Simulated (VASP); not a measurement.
# Ba (Pm-3m) in VASP: notebook

The runs below take Ba through single point, with PBEsol, LDA, r2SCAN.

Program: VASP 6.6.1. These are calculated values, not measurements. Logs are shortened: lines on timing, memory, paths and dates and some standing lists are left out, and cuts for length are marked.

## 1. The cell of the first run

It takes space group Pm-3m (No. 221, cubic). Conventional cell: a = 3.918 Å, b = 3.918 Å, c = 3.918 Å, α = 90.00°, β = 90.00°, γ = 90.00°. Ba (site symmetry m-3m) has 6 Ba at 3.92 Å within 5.1 Å.

## 2. Single point, PBEsol

INCAR reads:

```
SYSTEM = Ba
ALGO = Normal
EDIFF = 1E-6
ENCUT = 520
GGA = PS
ISIF = 2
ISMEAR = 0
LASPH = .True.
LCHARG = .True.
LELF = .True.
LREAL = .False.
LVHAR = .True.
LWAVE = .False.
NBANDS = 11
NELM = 100
PREC = Accurate
SIGMA = 0.02
```

KPOINTS reads:

```
k-points
0
Gamma
  7 7 7
  0 0 0
```

POSCAR reads:

```
Ba
1.0
    3.9177175405      0.0000000000      0.0000000000
    0.0000000000      3.9177175405      0.0000000000
    0.0000000000      0.0000000000      3.9177175405
Ba
1
Direct
    0.0000000000      0.0000000000      0.0000000000
```

Potentials or basis: VASP PAW PBE potentials, release 64 (Ba_sv).

Run with:

```sh
cat potpaw_PBE.64/Ba_sv/POTCAR > POTCAR
mpirun -np 1 vasp_std > vasp.out
```

OUTCAR:

```text
SYSTEM = Ba
   EDIFF = 1E-6
   ENCUT = 520
   GGA = PS
   ISIF = 2
   ISMEAR = 0
   LASPH = .True.
   LREAL = .False.
   NELM = 100
   PREC = Accurate

 ion  position               nearest neighbor table
   1  0.000  0.000  0.000-

  LATTYP: Found a simple cubic cell.
 ALAT       =     3.9177175405

  Lattice vectors:

 A1 = (   3.9177175405,   0.0000000000,   0.0000000000)
 A2 = (   0.0000000000,   3.9177175405,   0.0000000000)
 A3 = (   0.0000000000,   0.0000000000,   3.9177175405)

Analysis of symmetry for initial positions (statically):
=====================================================================
 Subroutine PRICEL returns:
 Original cell was already a primitive cell.

 Routine SETGRP: Setting up the symmetry group for a
 simple cubic supercell.

 Subroutine GETGRP returns: Found 48 space group operations
 (whereof 48 operations were pure point group operations)
 out of a pool of 48 trial point group operations.

The static configuration has the point symmetry O_h .

Analysis of symmetry for dynamics (positions and initial velocities):
=====================================================================
 Subroutine PRICEL returns:
 Original cell was already a primitive cell.

 Routine SETGRP: Setting up the symmetry group for a
 simple cubic supercell.

 Subroutine GETGRP returns: Found 48 space group operations
 (whereof 48 operations were pure point group operations)
 out of a pool of 48 trial point group operations.

The dynamic configuration has the point symmetry O_h .

 Subroutine INISYM returns: Found 48 space group operations
 (whereof 48 operations are pure point group operations),
 and found     1 'primitive' translations

----------------------------------------------------------------------------------------

                                     Primitive cell

  volume of cell :      60.1311

  direct lattice vectors                    reciprocal lattice vectors
     3.917717540  0.000000000  0.000000000     0.255250663  0.000000000  0.000000000
     0.000000000  3.917717540  0.000000000     0.000000000  0.255250663  0.000000000
     0.000000000  0.000000000  3.917717540     0.000000000  0.000000000  0.255250663

  length of vectors
     3.917717540  3.917717540  3.917717540     0.255250663  0.255250663  0.255250663

  position of ions in fractional coordinates (direct lattice)
     0.000000000  0.000000000  0.000000000

  ion indices of the primitive-cell ions
   primitive index   ion index
                 1           1

----------------------------------------------------------------------------------------

 KPOINTS: k-points

Automatic generation of k-mesh.
 Grid dimensions read from file:
 generate k-points for:    7    7    7

 Generating k-lattice:

  Cartesian coordinates                     Fractional coordinates (reciprocal lattice)
     0.036464380  0.000000000  0.000000000     0.142857143  0.000000000  0.000000000
     0.000000000  0.036464380  0.000000000     0.000000000  0.142857143  0.000000000
     0.000000000  0.000000000  0.036464380     0.000000000  0.000000000  0.142857143

  Length of vectors
     0.036464380  0.036464380  0.036464380

  Shift w.r.t. Gamma in fractional coordinates (k-lattice)
     0.000000000  0.000000000  0.000000000

 Subroutine IBZKPT returns following result:
 ===========================================

 Found     20 irreducible k-points:

 Following reciprocal coordinates:
            Coordinates               Weight
  0.000000  0.000000  0.000000      1.000000
  0.142857  0.000000  0.000000      6.000000
  0.285714  0.000000  0.000000      6.000000
  0.428571  0.000000  0.000000      6.000000
  0.142857  0.142857  0.000000     12.000000
  0.285714  0.142857  0.000000     24.000000
[... 12 lines left out ...]
  0.428571  0.428571  0.285714     24.000000
  0.428571  0.428571  0.428571      8.000000
   k-points           NKPTS =     20   k-points in BZ     NKDIM =     20   number of bands    NBANDS=     11
   number of dos      NEDOS =    301   number of ions     NIONS =      1
   total plane-waves  NPLWV =  27000
   dimension x,y,z NGX =    30 NGY =   30 NGZ =   30
   dimension x,y,z NGXF=    60 NGYF=   60 NGZF=   60
   ions per type =               1
   NGX,Y,Z   is equivalent  to a cutoff of  12.73, 12.73, 12.73 a.u.
   NGXF,Y,Z  is equivalent  to a cutoff of  25.46, 25.46, 25.46 a.u.
 SYSTEM =  Ba
   PREC   = accura    normal or accurate (medium, high low for compatibility)
   ISTART =      0    job   : 0-new  1-cont  2-samecut
   ICHARG =      2    charge: 1-file 2-atom 10-const
   ISPIN  =      1    spin polarized calculation?
   LNONCOLLINEAR =      F non collinear calculations
   LSORBIT =      F    spin-orbit coupling
   LASPH  =      T    aspherical Exc in radial PAW
   ENCUT  =  520.0 eV  38.22 Ry    6.18 a.u.   7.28  7.28  7.28*2*pi/ulx,y,z
   NELM   =    100;   NELMIN=  2; NELMDL= -5     # of ELM steps
   EDIFF  = 0.1E-05   stopping-criterion for ELM
   LREAL  =      F    real-space projection
   EDIFFG = 0.1E-04   stopping-criterion for IOM
   NSW    =      0    number of steps for IOM
   IBRION =     -1    ionic relax: 0-MD 1-quasi-New 2-CG
   NFREE  =      0    steps in history (QN), initial steepest desc. (CG)
   ISIF   =      2    stress and relaxation
   ISYM   =      2    0-nonsym 1-usesym 2-fastsym
   POTIM  = 0.5000    time-step for ionic-motion
   TEBEG  =    0.0;   TEEND  =   0.0 temperature during run
   PSTRESS=    0.0 pullay stress
   NELECT =      10.0000    total number of electrons
   NUPDOWN=      -1.0000    fix difference up-down
   EMIN   =  10.00;   EMAX   =-10.00  energy-range for DOS
   EFERMI =   0.00;   METHOD = LEGACY
   ISMEAR =     0;   SIGMA  =   0.02  broadening in eV -4-tet -1-fermi 0-gaus
   EFERMI_NEDOS =   21; number of points for ismear=-14 and -15
   IALGO  =     38    algorithm
   IMIX   =      4    mixing-type and parameters
     AMIX     =   0.40;   BMIX     =  1.00
     AMIX_MAG =   1.60;   BMIX_MAG =  1.00
  volume/ion in A,a.u.               =      60.13       405.78
  Fermi-wavevector in a.u.,A,eV,Ry     =   0.900275  1.701272 11.027448  0.810495
  Thomas-Fermi vector in A             =   2.023212
   LORBIT       =      0    0 simple, 1 ext, 2 COOP (PROOUT), +10 PAW based schemes
   GGA     = PS    functional components
   LHFCALC =     F    Hartree Fock is set to
   AEXX    =    0.0000 exact exchange contribution
   IVDW    =     0    specifies the selected vdW correction
   LEPSILON=     F    determine dielectric tensor
   LRPA    =     F    only Hartree local field effects (RPA)
 non-spin polarized calculation
 Gauss-broadening in eV      SIGMA  =   0.02
  energy-cutoff  :      520.00
  volume of cell :       60.13
 maximum number of plane-waves:      1647
 NGX is ok and might be reduce to    30
   NGX = 15   NGY = 15   NGZ = 15

 number of electron      10.0000001 magnetization

 Free energy of the ion-electron system (eV)
  ---------------------------------------------------
  ext. energy  EPLUGINS =         0.00000000
  ---------------------------------------------------
  free energy    TOTEN  =        -1.85012776 eV

  energy without entropy =       -1.85012757  energy(sigma->0) =       -1.85012766

 E-fermi :   1.5540     XC(G=0):  -7.6452

 val. band max:        1.4979272928   @ k =   0.4286   0.4286   0.4286
 cond. band min:       1.6051342472   @ k =   0.0000   0.0000   0.0000
 fundamental gap:      0.1072069544
 Fermi energy:         1.5539654415

 k-point     1 :       0.0000    0.0000    0.0000
  band No.  band energies     occupation
      1     -27.4909      2.00000
      2     -12.2824      2.00000
      3     -12.2824      2.00000
      4     -12.2824      2.00000
      5      -0.9910      2.00000
      6       1.6051      0.00030
      7       1.6051      0.00030
      8       6.6203      0.00000
      9       6.6203      0.00000
     10       6.6203      0.00000
     11       9.3402      0.00000

 k-point     2 :       0.1429    0.0000    0.0000
  band No.  band energies     occupation
      1     -27.4787      2.00000
      2     -12.4399      2.00000
      3     -12.2689      2.00000
      4     -12.2689      2.00000
      5      -0.6881      2.00000
      6       1.7002      0.00000
      7       1.9286      0.00000
      8       5.9167      0.00000
      9       5.9167      0.00000
     10       6.6687      0.00000
     11       8.2673      0.00000

 k-point     3 :       0.2857    0.0000    0.0000
  band No.  band energies     occupation
      1     -27.4510      2.00000
      2     -12.7711      2.00000
      3     -12.2383      2.00000
      4     -12.2383      2.00000
      5       0.0166      2.00000
      6       1.9358      0.00000
      7       2.5671      0.00000
      8       4.9317      0.00000
      9       4.9317      0.00000
     10       6.7821      0.00000
     11       7.3415      0.00000

 k-point     4 :       0.4286    0.0000    0.0000
  band No.  band energies     occupation
      1     -27.4286      2.00000
      2     -13.0175      2.00000
      3     -12.2135      2.00000
      4     -12.2135      2.00000
      5       0.7451      2.00000
      6       2.1539      0.00000
      7       2.5711      0.00000
      8       4.3620      0.00000
      9       4.3620      0.00000
     10       6.8781      0.00000
     11       8.1388      0.00000
[... 183 lines left out ...]
 k-point    18 :       0.4286    0.2857    0.2857
  band No.  band energies     occupation
      1     -27.3518      2.00000
      2     -12.8861      2.00000
      3     -12.6305      2.00000
      4     -12.6109      2.00000
      5       1.3837      2.00000
      6       2.3581      0.00000
      7       2.6530      0.00000
      8       4.4610      0.00000
      9       4.7347      0.00000
     10       6.5299      0.00000
     11       8.1203      0.00000

 k-point    19 :       0.4286    0.4286    0.2857
  band No.  band energies     occupation
      1     -27.3304      2.00000
      2     -12.8518      2.00000
      3     -12.8477      2.00000
      4     -12.5892      2.00000
      5       1.1973      2.00000
      6       2.2360      0.00000
      7       2.3247      0.00000
      8       4.6318      0.00000
      9       6.6760      0.00000
     10       6.9894      0.00000
     11       7.1703      0.00000

 k-point    20 :       0.4286    0.4286    0.4286
  band No.  band energies     occupation
      1     -27.3092      2.00000
      2     -12.8185      2.00000
      3     -12.8129      2.00000
      4     -12.8129      2.00000
      5       1.4979      1.99993
      6       1.7130      0.00000
      7       1.7130      0.00000
      8       6.0920      0.00000
      9       6.9139      0.00000
     10       6.9139      0.00000
     11       7.5631      0.00000

------------------------ aborting loop because EDIFF is reached ----------------------------------------

  FORCE on cell =-STRESS in cart. coord.  units (eV):
  Direction    XX          YY          ZZ          XY          YZ          ZX
  --------------------------------------------------------------------------------------
  -------------------------------------------------------------------------------------
  Total       -0.1462843     -0.1462843     -0.1462843      0.0000000      0.0000000      0.0000000
  in kB       -3.8977042     -3.8977042     -3.8977042      0.0000000      0.0000000      0.0000000
  external PRESSURE =      -3.8977042 kB  Pullay stress =       0.0000000 kB

 VOLUME and BASIS-vectors are now :
 -----------------------------------------------------------------------------
  energy-cutoff  :      520.00
  volume of cell :       60.13
      direct lattice vectors                 reciprocal lattice vectors
     3.917717540  0.000000000  0.000000000     0.255250663  0.000000000  0.000000000
     0.000000000  3.917717540  0.000000000     0.000000000  0.255250663  0.000000000
     0.000000000  0.000000000  3.917717540     0.000000000  0.000000000  0.255250663

 POSITION                                       TOTAL-FORCE (eV/Angst)
 -----------------------------------------------------------------------------------
      0.00000      0.00000      0.00000         0.000000      0.000000      0.000000
 -----------------------------------------------------------------------------------
    total drift:                                0.000000      0.000000     -0.000000

  FREE ENERGIE OF THE ION-ELECTRON SYSTEM (eV)
  ---------------------------------------------------
  free  energy   TOTEN  =        -1.8501277633 eV

  energy  without entropy=       -1.8501275663  energy(sigma->0) =       -1.85012766
```

Wall time 9.8 s (1 thread of Intel Xeon Platinum 8259CL at 2.50GHz (Skylake/Cascade Lake), shared host); peak memory 0.16 GiB.

What came out:

- Free energy: -1.8501 eV
- Pressure: -0.4 GPa
- Band gap on the k mesh: 0.11 eV, indirect (least direct gap 0.22 eV)

Caveat: the PAW data sets were made with another functional, which shifts forces and pressure a little; spin-orbit coupling is left out, which moves the levels of the heavy elements. A k mesh can miss the band edges.

## 3. Single point, LDA

INCAR reads:

```
PREC = Accurate
ENCUT = 520
EDIFF = 1E-6
ISMEAR = 0
SIGMA = 0.02
LREAL = F
LASPH = T
NELM = 60
ALGO = Normal
ISIF = 2
LWAVE = F
LCHARG = T
GGA = CA
LELF = T
LVHAR = T
NBANDS = 11
```

KPOINTS reads:

```
Automatic mesh
0
Gamma
  7 7 7
```

POSCAR is that of step 2.

Potentials or basis: VASP PAW LDA potentials, release 64 (Ba_sv).

Run with:

```sh
cat potpaw_LDA.64/Ba_sv/POTCAR > POTCAR
mpirun -np 1 vasp_std > vasp.out
```

OUTCAR:

```text
PREC = Accurate
   ENCUT = 520
   EDIFF = 1E-6
   ISMEAR = 0
   LREAL = F
   LASPH = T
   NELM = 60
   ISIF = 2
   GGA = CA

 ion  position               nearest neighbor table
   1  0.000  0.000  0.000-

  LATTYP: Found a simple cubic cell.
 ALAT       =     3.9177175405

  Lattice vectors:

 A1 = (   3.9177175405,   0.0000000000,   0.0000000000)
 A2 = (   0.0000000000,   3.9177175405,   0.0000000000)
 A3 = (   0.0000000000,   0.0000000000,   3.9177175405)

Analysis of symmetry for initial positions (statically):
=====================================================================
 Subroutine PRICEL returns:
 Original cell was already a primitive cell.

 Routine SETGRP: Setting up the symmetry group for a
 simple cubic supercell.

 Subroutine GETGRP returns: Found 48 space group operations
 (whereof 48 operations were pure point group operations)
 out of a pool of 48 trial point group operations.

The static configuration has the point symmetry O_h .

Analysis of symmetry for dynamics (positions and initial velocities):
[... 158 lines left out ...]
 Fermi energy:         1.4180632197

 k-point     1 :       0.0000    0.0000    0.0000
  band No.  band energies     occupation
      1     -27.5444      2.00000
      2     -12.3631      2.00000
      3     -12.3631      2.00000
      4     -12.3631      2.00000
      5      -1.0924      2.00000
      6       1.4404      0.11393
      7       1.4404      0.11393
      8       6.4754      0.00000
      9       6.4754      0.00000
     10       6.4754      0.00000
     11       9.2399      0.00000
[... 253 lines left out ...]
 k-point    20 :       0.4286    0.4286    0.4286
  band No.  band energies     occupation
      1     -27.3603      2.00000
      2     -12.9075      2.00000
      3     -12.9019      2.00000
      4     -12.9019      2.00000
      5       1.3871      1.97152
      6       1.5946      0.00000
      7       1.5946      0.00000
      8       6.0604      0.00000
      9       6.7647      0.00000
     10       6.7647      0.00000
     11       7.4066      0.00000

------------------------ aborting loop because EDIFF is reached ----------------------------------------

  FORCE on cell =-STRESS in cart. coord.  units (eV):
  Direction    XX          YY          ZZ          XY          YZ          ZX
  --------------------------------------------------------------------------------------
  -------------------------------------------------------------------------------------
  Total       -0.3792996     -0.3792996     -0.3792996     -0.0000000     -0.0000000     -0.0000000
  in kB      -10.1063342    -10.1063342    -10.1063342     -0.0000000     -0.0000000     -0.0000000
  external PRESSURE =     -10.1063342 kB  Pullay stress =       0.0000000 kB

 VOLUME and BASIS-vectors are now :
 -----------------------------------------------------------------------------
  energy-cutoff  :      520.00
  volume of cell :       60.13
      direct lattice vectors                 reciprocal lattice vectors
     3.917717540  0.000000000  0.000000000     0.255250663  0.000000000  0.000000000
     0.000000000  3.917717540  0.000000000     0.000000000  0.255250663  0.000000000
     0.000000000  0.000000000  3.917717540     0.000000000  0.000000000  0.255250663

 POSITION                                       TOTAL-FORCE (eV/Angst)
 -----------------------------------------------------------------------------------
      0.00000      0.00000      0.00000         0.000000      0.000000      0.000000
 -----------------------------------------------------------------------------------
    total drift:                                0.000000      0.000000     -0.000000

  FREE ENERGIE OF THE ION-ELECTRON SYSTEM (eV)
  ---------------------------------------------------
  free  energy   TOTEN  =        -1.9391182985 eV

  energy  without entropy=       -1.9390755470  energy(sigma->0) =       -1.93909692
```

OSZICAR:

```text
N       E                     dE             d eps       ncg     rms          rms(c)
DAV:   1     0.544161381197E+02    0.54416E+02   -0.42072E+03   440   0.751E+02
DAV:   2     0.739947624627E+00   -0.53676E+02   -0.52348E+02   526   0.136E+02
DAV:   3    -0.186440902142E+01   -0.26044E+01   -0.25894E+01   565   0.308E+01
DAV:   4    -0.194809642028E+01   -0.83687E-01   -0.83578E-01   587   0.505E+00
DAV:   5    -0.195096041605E+01   -0.28640E-02   -0.28637E-02   576   0.748E-01    0.199E+00
DAV:   6    -0.194351666461E+01    0.74438E-02   -0.79106E-03   614   0.694E-01    0.114E+00
DAV:   7    -0.193909886432E+01    0.44178E-02   -0.11867E-02   641   0.859E-01    0.611E-02
DAV:   8    -0.193912116168E+01   -0.22297E-04   -0.19565E-04   581   0.939E-02    0.163E-02
DAV:   9    -0.193911908068E+01    0.20810E-05   -0.48780E-06   531   0.158E-02    0.412E-03
DAV:  10    -0.193911829848E+01    0.78220E-06   -0.89801E-07   468   0.565E-03
   1 F= -.19391183E+01 E0= -.19390969E+01  d E =-.427515E-04
```

stdout:

```text
POSCAR found type information on POSCAR Ba
 POSCAR found :  1 types and       1 ions
 scaLAPACK will be used
 LDA part: xc-table for (Slater(with rela. corr.)+CA(PZ))
 , standard interpolation
 POSCAR, INCAR and KPOINTS ok, starting setup
 FFT: planning ... GRIDC
 FFT: planning ... GRID_SOFT
 FFT: planning ... GRID
 WAVECAR not read
 entering main loop
```

Run time: 8.1 s. Hardware: 1 thread of Intel Xeon Platinum 8259CL at 2.50GHz (Skylake/Cascade Lake), shared host; peak memory 0.14 GiB.

Results:

- Free energy: -1.9391 eV
- Pressure: -1.0 GPa
- Band gap on the k mesh: 0.05 eV, indirect (least direct gap 0.21 eV)

Caveat: spin-orbit coupling is left out, which moves the levels of the heavy elements. A k mesh can miss the band edges.

(Part 1 of 2 ends here.)
